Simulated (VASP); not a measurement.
Wanted: the native input for a VASP 6.6.1 run.

| Quantity | Value |
| --- | --- |
| Task | single point |
| Functional | PBE |
| Potentials or basis | VASP PAW PBE potentials, release 64 (Al) |
| Cutoff | 520 eV |
| k mesh | 12 × 12 × 12 |
| Occupations | methfessel-paxton, width 0.1 eV |
| Spin | no spin polarisation |
| Dipole correction | no |
| Further INCAR settings | ALGO = Normal; EDIFF = 1e-06; NBANDS = 8 |

The structure of Al lies in POSCAR:

```
Al
1.0
    0.0000000000      2.0248100000      2.0248100000
    2.0248100000      0.0000000000      2.0248100000
    2.0248100000      2.0248100000      0.0000000000
Al
1
Direct
    0.0000000000      0.0000000000      0.0000000000
```

One way to write it, as run:

INCAR

```
PREC = Accurate
ENCUT = 520
EDIFF = 1E-6
ISMEAR = 1
SIGMA = 0.1
LREAL = F
LASPH = T
NELM = 100
ALGO = Normal
ISIF = 2
LWAVE = F
LCHARG = T
GGA = PE
LELF = T
LVHAR = T
NBANDS = 8
```

KPOINTS

```
Automatic mesh
0
Gamma
  12 12 12
```

Potentials or basis: VASP PAW PBE potentials, release 64 (Al).

Launch:

```sh
$ cat potpaw_PBE.64/Al/POTCAR > POTCAR
$ mpirun -np 1 vasp_std > vasp.out
```

Results of the run:

- Pressure: -0.3 GPa

Run time: 5.5 s on 1 thread of Intel(R) Xeon(R) Platinum 8259CL CPU @ 2.50GHz (Skylake/Cascade Lake), with other jobs on the host, peak memory 0.13 GiB.
